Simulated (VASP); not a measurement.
# RuS (Fm-3m) in VASP: further runs, part 2 of 2

VASP 6.6.1. The steps go on from the part before.

### 4 Single point, r2SCAN (14.68 Å³/atom)

This run uses another cell than the first one, of 14.68 Å³/atom.

Input file POSCAR:

```
RuS
1.0
    0.0000000000      2.4486422060      2.4486422060
    2.4486422060      0.0000000000      2.4486422060
    2.4486422060      2.4486422060      0.0000000000
Ru S
1 1
Direct
    0.5000000000      0.5000000000      0.5000000000
    0.0000000000      0.0000000000      0.0000000000
```

Input file INCAR.step1:

```
SYSTEM = RuS
  PREC = Accurate
  ENCUT = 520
  ISMEAR = 0
  SIGMA = 0.05
  LREAL = .FALSE.
  LASPH = .TRUE.
  NELM = 60
  NBANDS = 17
  GGA = PE
  ALGO = Normal
  EDIFF = 1E-4
  LWAVE = .TRUE.
  LCHARG = .FALSE.
```

Input file INCAR.step2:

```
SYSTEM = RuS
  PREC = Accurate
  ENCUT = 520
  EDIFF = 1E-6
  ISMEAR = 0
  SIGMA = 0.05
  LREAL = .FALSE.
  LASPH = .TRUE.
  NELM = 60
  ALGO = Normal
  ISIF = 2
  LWAVE = .FALSE.
  LCHARG = .TRUE.
  METAGGA = R2SCAN
  LMIXTAU = .TRUE.
  LELF = .TRUE.
  LVHAR = .TRUE.
  NBANDS = 17
  ISTART = 1
```

Input file KPOINTS:

```
Automatic mesh
0
G
  12 12 12
  0 0 0
```

Potentials or basis: VASP PAW PBE potentials, release 64 (Ru_pv, S).

Run with:

```sh
> cat potpaw_PBE.64/Ru_pv/POTCAR potpaw_PBE.64/S/POTCAR > POTCAR
> cp INCAR.step1 INCAR
> mpirun -np 1 vasp_std > vasp.out
> cp INCAR.step2 INCAR
> mpirun -np 1 vasp_std > vasp.out
```

OUTCAR:

```text
SYSTEM = RuS
   PREC = Accurate
   ENCUT = 520
   EDIFF = 1E-6
   ISMEAR = 0
   LREAL = .FALSE.
   LASPH = .TRUE.
   NELM = 60
   ISIF = 2
   METAGGA = R2SCAN
   ISTART = 1

 ion  position               nearest neighbor table
   1  0.500  0.500  0.500-   2 2.45   2 2.45   2 2.45   2 2.45   2 2.45   2 2.45
   2  0.000  0.000  0.000-   1 2.45   1 2.45   1 2.45   1 2.45   1 2.45   1 2.45

  LATTYP: Found a face centered cubic cell.
 ALAT       =     4.8972844120

  Lattice vectors:

 A1 = (   0.0000000000,   2.4486422060,   2.4486422060)
 A2 = (   2.4486422060,   0.0000000000,   2.4486422060)
 A3 = (   2.4486422060,   2.4486422060,   0.0000000000)

Analysis of symmetry for initial positions (statically):
=====================================================================
 Subroutine PRICEL returns:
 Original cell was already a primitive cell.

 Routine SETGRP: Setting up the symmetry group for a
 face centered cubic supercell.

 Subroutine GETGRP returns: Found 48 space group operations
 (whereof 48 operations were pure point group operations)
 out of a pool of 48 trial point group operations.

The static configuration has the point symmetry O_h .

Analysis of symmetry for dynamics (positions and initial velocities):
[... 155 lines left out ...]
  ---------------------------------------------------
  free energy    TOTEN  =       -32.96992418 eV

  energy without entropy =      -32.96289649  energy(sigma->0) =      -32.96641033

 E-fermi :  10.1730     XC(G=0): -13.1426

 val. band max:       10.1654653320   @ k =  -0.4167   0.0833   0.0000
 cond. band min:      10.2052585033   @ k =   0.3333   0.2500   0.0833
 fundamental gap:      0.0397931714
 Fermi energy:        10.1730143929

 k-point     1 :       0.0000    0.0000    0.0000
  band No.  band energies     occupation
      1     -33.3715      2.00000
      2     -33.3715      2.00000
      3     -33.3715      2.00000
      4      -6.2449      2.00000
      5       7.6883      2.00000
      6       7.6883      2.00000
[... 457 lines left out ...]
      4      -4.3446      2.00000
      5       2.4006      2.00000
      6       4.2459      2.00000
[... 9 lines left out ...]
     16      20.4743      0.00000
     17      21.3256      0.00000

 [... further k-points ...]
[... 5 lines left out ...]
  --------------------------------------------------------------------------------------
  -------------------------------------------------------------------------------------
  Total        0.0538560      0.0538560      0.0538560     -0.0000000     -0.0000000      0.0000000
  in kB        2.9385894      2.9385894      2.9385894     -0.0000000     -0.0000000      0.0000000
  external PRESSURE =       2.9385894 kB  Pullay stress =       0.0000000 kB

 VOLUME and BASIS-vectors are now :
 -----------------------------------------------------------------------------
  energy-cutoff  :      520.00
  volume of cell :       29.36
      direct lattice vectors                 reciprocal lattice vectors
     0.000000000  2.448642206  2.448642206    -0.204194798  0.204194798  0.204194798
     2.448642206  0.000000000  2.448642206     0.204194798 -0.204194798  0.204194798
     2.448642206  2.448642206  0.000000000     0.204194798  0.204194798 -0.204194798

 POSITION                                       TOTAL-FORCE (eV/Angst)
 -----------------------------------------------------------------------------------
      2.44864      2.44864      2.44864         0.000000      0.000000      0.000000
      0.00000      0.00000      0.00000        -0.000000     -0.000000     -0.000000
 -----------------------------------------------------------------------------------
    total drift:                                0.000000      0.000000      0.000000

  FREE ENERGIE OF THE ION-ELECTRON SYSTEM (eV)
  ---------------------------------------------------
  free  energy   TOTEN  =       -32.9699241763 eV

  energy  without entropy=      -32.9628964919  energy(sigma->0) =      -32.96641033
```

OUTCAR.step1:

```text
SYSTEM = RuS
   PREC = Accurate
   ENCUT = 520
   ISMEAR = 0
   LREAL = .FALSE.
   LASPH = .TRUE.
[... 702 lines left out ...]
      2.44864      2.44864      2.44864         0.000000      0.000000     -0.000000
      0.00000      0.00000      0.00000        -0.000000     -0.000000      0.000000
 -----------------------------------------------------------------------------------
    total drift:                                0.000000      0.000000      0.000000

  FREE ENERGIE OF THE ION-ELECTRON SYSTEM (eV)
  ---------------------------------------------------
  free  energy   TOTEN  =       -12.6501715706 eV

  energy  without entropy=      -12.6407612060  energy(sigma->0) =      -12.64546639
```

OSZICAR.step1:

```text
N       E                     dE             d eps       ncg     rms          rms(c)
DAV:   1     0.148465761359E+03    0.14847E+03   -0.11752E+04  2456   0.116E+03
DAV:   2    -0.937924999052E+01   -0.15785E+03   -0.15392E+03  2827   0.326E+02
DAV:   3    -0.129607699003E+02   -0.35815E+01   -0.35462E+01  2906   0.487E+01
DAV:   4    -0.129870374688E+02   -0.26268E-01   -0.26246E-01  3112   0.422E+00
DAV:   5    -0.129874448483E+02   -0.40738E-03   -0.40730E-03  3009   0.484E-01    0.150E+01
DAV:   6    -0.127196903805E+02    0.26775E+00   -0.16322E+00  2648   0.126E+01    0.759E+00
DAV:   7    -0.126525704108E+02    0.67120E-01   -0.28901E-01  2711   0.562E+00    0.529E+00
DAV:   8    -0.126502222671E+02    0.23481E-02   -0.33198E-02  2969   0.157E+00    0.420E-01
DAV:   9    -0.126501675411E+02    0.54726E-04   -0.12715E-03  3244   0.255E-01    0.312E-01
DAV:  10    -0.126501715706E+02   -0.40295E-05   -0.47191E-04  2814   0.186E-01
   1 F= -.12650172E+02 E0= -.12645466E+02  d E =-.941036E-02
```

Wall time 3.4 min (1 thread of Intel Xeon Platinum 8259CL at 2.50GHz (Skylake/Cascade Lake), shared host); peak memory 0.19 GiB.

Results:

- Free energy: -32.9699 eV
- Pressure: 0.3 GPa
- Band gap on the k mesh: zero (bands 10 and 11 overlap by 2.26 eV)

Levels at points of the mesh, in eV from the Fermi level:
| k point | band 7 | band 8 | band 9 | band 10 | band 11 | band 12 | band 13 | band 14 |
| --- | --- | --- | --- | --- | --- | --- | --- | --- |
| (0.00, 0.00, 0.00) | -2.48 | -2.20 | -2.20 | -2.20 | -2.13 | -2.13 | 5.16 | 10.30 |
| (0.50, 0.00, 0.00) | -5.96 | -0.68 | -0.68 | 0.12 | 4.14 | 4.56 | 4.56 | 7.52 |
| (0.50, 0.50, 0.00) | -3.80 | -3.80 | -1.32 | -0.20 | -0.20 | 1.21 | 3.81 | 10.30 |

Caveat: an empty level that is flat over the whole mesh can mark a ghost state of the potentials, or a narrow d or f band; the PAW data sets were made with another functional, which shifts forces and pressure a little.

### 5 Single point, r2SCAN

This run uses another cell than the first one, of 14.68 Å³/atom.

POSCAR is that of step 4.

Input file INCAR.step1:

```
PREC = Accurate
ENCUT = 520
ISMEAR = 0
SIGMA = 0.05
LREAL = False
LASPH = True
NELM = 100
NBANDS = 17
GGA = PE
ALGO = Normal
EDIFF = 1E-4
LWAVE = True
LCHARG = False
```

Input file INCAR.step2:

```
PREC = Accurate
ENCUT = 520
EDIFF = 1E-7
ISMEAR = 0
SIGMA = 0.05
LREAL = False
LASPH = True
NELM = 100
ALGO = Normal
ISIF = 2
LWAVE = False
LCHARG = True
METAGGA = R2SCAN
LMIXTAU = True
LELF = True
LVHAR = True
NBANDS = 17
ISTART = 1
```

Input file KPOINTS:

```
Automatic mesh
0
Gamma
  12 12 12
```

Run with:

```sh
> cat potpaw_PBE.64/Ru_pv/POTCAR potpaw_PBE.64/S/POTCAR > POTCAR
> cp INCAR.step1 INCAR
> mpirun -np 1 vasp_std > vasp.out
> cp INCAR.step2 INCAR
> mpirun -np 1 vasp_std > vasp.out
```

Run time: 3.4 min. Hardware: 1 thread of Intel Xeon Platinum 8259CL at 2.50GHz (Skylake/Cascade Lake), shared host; peak memory 0.19 GiB.

It converged, with:

| Item | Value |
| --- | --- |
| Free energy | -32.9699 eV |
| Pressure | 0.3 GPa |
| Band gap on the k mesh | zero (bands 10 and 11 overlap by 2.26 eV) |

Levels at points of the mesh, in eV from the Fermi level:
| k point | band 8 | band 9 | band 10 | band 11 | band 12 | band 13 |
| --- | --- | --- | --- | --- | --- | --- |
| (0.00, 0.00, 0.00) | -2.20 | -2.20 | -2.20 | -2.13 | -2.13 | 5.16 |
| (0.50, 0.00, 0.00) | -0.68 | -0.68 | 0.12 | 4.14 | 4.56 | 4.56 |
| (0.50, 0.50, 0.00) | -3.80 | -1.32 | -0.20 | -0.20 | 1.21 | 3.81 |

Caveat: an empty level that is flat over the whole mesh can mark a ghost state of the potentials, or a narrow d or f band; the PAW data sets were made with another functional, which shifts forces and pressure a little.

### 6 Summary

| cell | gap on the mesh (eV) | pressure (GPa) |
| --- | --- | --- |
| a = 3.416 Å, angles 60.0°, 2 atoms | none | 8.1 |
| a = 3.440 Å, angles 60.0°, 2 atoms | none | 4.0 |
| a = 3.463 Å, angles 60.0°, 2 atoms | none | 0.3 |

Alike in all rows: task single point; level r2SCAN; potentials or basis VASP PAW PBE potentials, release 64 (Ru_pv, S); no spin polarisation; k mesh 12 × 12 × 12; cutoff (eV) 520; smearing gaussian 0.05 eV.

Caveats: an empty level that is flat over the whole mesh can mark a ghost state of the potentials, or a narrow d or f band; the PAW data sets were made with another functional, which shifts forces and pressure a little; the cell stands under pressure (at least some runs).

Total energies depend on the potentials used, so only differences within one code and one set of settings carry meaning.

The gap in the log of VASP goes by the Fermi energy; the results here count the filled bands.